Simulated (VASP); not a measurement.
# Na2S (Fm-3m) in VASP: further runs, part 2 of 2

VASP 6.6.1.

### 5 Single point, HSE06

File POSCAR:

```
Na2S
1.0
    0.0000000000      3.2554324593      3.2554324593
    3.2554324593      0.0000000000      3.2554324593
    3.2554324593      3.2554324593      0.0000000000
S Na
1 2
Direct
    0.0000000000      0.0000000000      0.0000000000
    0.2500000000      0.2500000000      0.2500000000
    0.7500000000      0.7500000000      0.7500000000
```

File INCAR.step1:

```
SYSTEM = Na2S
ALGO     = Normal         ! electronic algorithm
EDIFF    = 1E-5           ! SCF threshold, eV
ENCUT    = 400            ! plane-wave cutoff, eV
GGA      = PE             ! functional
GGA_COMPAT= .FALSE.      
ISIF     = 2              ! what is computed and relaxed
ISMEAR   = 0              ! smearing method
LASPH    = .TRUE.         ! aspherical terms in the spheres
LCHARG   = .FALSE.        ! write CHGCAR
LREAL    = .FALSE.        ! projectors in reciprocal space
LWAVE    = .TRUE.         ! write WAVECAR
NBANDS   = 17             ! bands
NELM     = 120            ! most SCF steps
PREC     = Accurate       ! precision mode
SIGMA    = 0.01           ! smearing width, eV
```

File INCAR.step2:

```
SYSTEM = Na2S
ALGO     = Normal         ! electronic algorithm
EDIFF    = 1E-6           ! SCF threshold, eV
ENCUT    = 400            ! plane-wave cutoff, eV
GGA      = PE             ! functional
GGA_COMPAT= .FALSE.      
HFSCREEN = 0.2079         ! screening, 1/A
ISIF     = 2              ! what is computed and relaxed
ISMEAR   = 0              ! smearing method
ISTART   = 1            
LASPH    = .TRUE.         ! aspherical terms in the spheres
LCHARG   = .FALSE.        ! write CHGCAR
LHFCALC  = .TRUE.         ! exact exchange
LREAL    = .FALSE.        ! projectors in reciprocal space
LWAVE    = .FALSE.        ! write WAVECAR
NBANDS   = 17             ! bands
NELM     = 120            ! most SCF steps
PREC     = Accurate       ! precision mode
PRECFOCK = Normal       
SIGMA    = 0.01           ! smearing width, eV
```

File KPOINTS:

```
k-points
0
G
  4 4 4
  0 0 0
```

On the command line:

```bash
$ cat potpaw_PBE.64/S/POTCAR potpaw_PBE.64/Na_pv/POTCAR > POTCAR
$ cp INCAR.step1 INCAR
$ mpirun -np 1 vasp_std > vasp.out
$ cp INCAR.step2 INCAR
$ mpirun -np 1 vasp_std > vasp.out
```

It took 2.6 min on 1 thread of Intel Xeon Platinum 8488C (Sapphire Rapids), shared host; peak memory 0.26 GiB.

Results (log left out):

```
Free energy            : -11.5008 eV
Pressure               : 0.0 GPa
Band gap on the k mesh : 3.52 eV
```

Levels at points of the mesh, in eV from the valence-band top:
```tsv
k point	band 6	band 7	band 8	band 9	band 10	band 11	band 12	band 13	band 14	band 15
(0.00, 0.00, 0.00)	-24.48	-11.21	0.00	0.00	0.00	3.52	8.96	8.96	8.96	10.62
(0.50, 0.00, 0.00)	-24.50	-10.93	-1.78	-0.15	-0.15	5.95	7.60	8.29	8.29	12.64
(0.50, 0.50, 0.00)	-24.46	-10.84	-1.59	-0.51	-0.51	4.78	7.18	9.92	11.15	11.15
```

Caveat: the structure was generated, so it needn't be the stable form of Na2S; the PAW data sets were made with another functional, which shifts forces and pressure a little.

### 6 Single point, PBE0

POSCAR is that of step 5.

File INCAR.step1:

```
SYSTEM = Na2S
ALGO = Normal
EDIFF = 1E-5
ENCUT = 400
GGA = PE
GGA_COMPAT = .FALSE.
ISIF = 2
ISMEAR = 0
LASPH = .TRUE.
LCHARG = .FALSE.
LREAL = .FALSE.
LWAVE = .TRUE.
NBANDS = 17
NELM = 120
PREC = Accurate
SIGMA = 0.01
```

File INCAR.step2:

```
SYSTEM = Na2S
AEXX = 0.25
ALGO = Normal
EDIFF = 1E-6
ENCUT = 400
GGA = PE
GGA_COMPAT = .FALSE.
ISIF = 2
ISMEAR = 0
ISTART = 1
LASPH = .TRUE.
LCHARG = .FALSE.
LHFCALC = .TRUE.
LREAL = .FALSE.
LWAVE = .FALSE.
NBANDS = 17
NELM = 120
PREC = Accurate
PRECFOCK = Normal
SIGMA = 0.01
```

KPOINTS is that of step 5.

Potentials or basis: VASP PAW PBE potentials, release 64 (S, Na_pv).

On the command line:

```bash
$ cat potpaw_PBE.64/S/POTCAR potpaw_PBE.64/Na_pv/POTCAR > POTCAR
$ cp INCAR.step1 INCAR
$ mpirun -np 1 vasp_std > vasp.out
$ cp INCAR.step2 INCAR
$ mpirun -np 1 vasp_std > vasp.out
```

OUTCAR:

```text
SYSTEM = Na2S
   AEXX = 0.25
   EDIFF = 1E-6
   ENCUT = 400
   GGA = PE
   ISIF = 2
   ISMEAR = 0
   ISTART = 1
   LASPH = .TRUE.
   LHFCALC = .TRUE.
   LREAL = .FALSE.
   NELM = 120
   PREC = Accurate
   PRECFOCK = Normal

 ion  position               nearest neighbor table
   1  0.000  0.000  0.000-
   2  0.250  0.250  0.250-
   3  0.750  0.750  0.750-

  LATTYP: Found a face centered cubic cell.
 ALAT       =     6.5108649186

  Lattice vectors:

[... 339 lines left out ...]

  FORCE on cell =-STRESS in cart. coord.  units (eV):
  Direction    XX          YY          ZZ          XY          YZ          ZX
  --------------------------------------------------------------------------------------
  -------------------------------------------------------------------------------------
  Total       -0.0218421     -0.0218421     -0.0218421      0.0000000      0.0000000      0.0000000
  in kB       -0.5071646     -0.5071646     -0.5071646      0.0000000      0.0000000      0.0000000
  external PRESSURE =      -0.5071646 kB  Pullay stress =       0.0000000 kB

 VOLUME and BASIS-vectors are now :
 -----------------------------------------------------------------------------
  energy-cutoff  :      400.00
  volume of cell :       69.00
      direct lattice vectors                 reciprocal lattice vectors
     0.000000000  3.255432459  3.255432459    -0.153589425  0.153589425  0.153589425
     3.255432459  0.000000000  3.255432459     0.153589425 -0.153589425  0.153589425
     3.255432459  3.255432459  0.000000000     0.153589425  0.153589425 -0.153589425

 POSITION                                       TOTAL-FORCE (eV/Angst)
 -----------------------------------------------------------------------------------
      0.00000      0.00000      0.00000        -0.000000     -0.000000      0.000000
      1.62772      1.62772      1.62772         0.000000      0.000000      0.000000
      4.88315      4.88315      4.88315        -0.000000     -0.000000     -0.000000
 -----------------------------------------------------------------------------------
    total drift:                                0.000000     -0.000000     -0.000001

  FREE ENERGIE OF THE ION-ELECTRON SYSTEM (eV)
  ---------------------------------------------------
  free  energy   TOTEN  =       -12.4144901034 eV

  energy  without entropy=      -12.4144901034  energy(sigma->0) =      -12.41449010
```

OUTCAR.step1:

```text
SYSTEM = Na2S
   EDIFF = 1E-5
   ENCUT = 400
   GGA = PE
   ISIF = 2
   ISMEAR = 0
[... 366 lines left out ...]
      0.00000      0.00000      0.00000         0.000000      0.000000      0.000000
      1.62772      1.62772      1.62772        -0.000000     -0.000000      0.000000
      4.88315      4.88315      4.88315         0.000000      0.000000     -0.000000
 -----------------------------------------------------------------------------------
    total drift:                                0.000000     -0.000000      0.000000

  FREE ENERGIE OF THE ION-ELECTRON SYSTEM (eV)
  ---------------------------------------------------
  free  energy   TOTEN  =        -9.9671077484 eV

  energy  without entropy=       -9.9671077484  energy(sigma->0) =       -9.96710775
```

Run time: 2.3 min. Hardware: 1 thread of Intel Xeon Platinum 8488C (Sapphire Rapids), shared host; peak memory 0.17 GiB.

What came out:

| Property | Result |
| --- | --- |
| Free energy | -12.4145 eV |
| Pressure | -0.1 GPa |
| Band gap on the k mesh | 4.22 eV |

Caveat: the structure was generated, so it needn't be the stable form of Na2S; the PAW data sets were made with another functional, which shifts forces and pressure a little.

### 7 Overview

```tsv
level	k mesh	cutoff (eV)	grid for exact exchange (PRECFOCK)	share of exact exchange	screening parameter	gap on the mesh (eV)	pressure (GPa)
PBE	4 × 4 × 4	500	-	-	-	2.53	0.9
PBE	6 × 6 × 6	500	-	-	-	2.53	0.8
r2SCAN	4 × 4 × 4	550	-	-	-	3.11	-0.1
HSE06	4 × 4 × 4	400	Normal	0.25	0.2079 1/Å	3.52	0.0
PBE0	4 × 4 × 4	400	Normal	0.25	-	4.22	-0.1
```

Alike in all rows: task single point; potentials or basis VASP PAW PBE potentials, release 64 (S, Na_pv); no spin polarisation; cell as given; smearing gaussian 0.01 eV.

On the cell as given the gap runs from 2.53 eV (PBE) to 4.22 eV (PBE0); the meshes differ, which moves gaps too. The pressure there spans -0.1 GPa (r2SCAN) to 0.9 GPa (PBE); a positive pressure means that this level wants a larger cell, a negative one a smaller.

Caveats: the structure was generated, so it needn't be the stable form of Na2S; the PAW data sets were made with another functional, which shifts forces and pressure a little (at least some runs).

Total energies depend on the potentials used, so only differences within one code and one set of settings carry meaning.
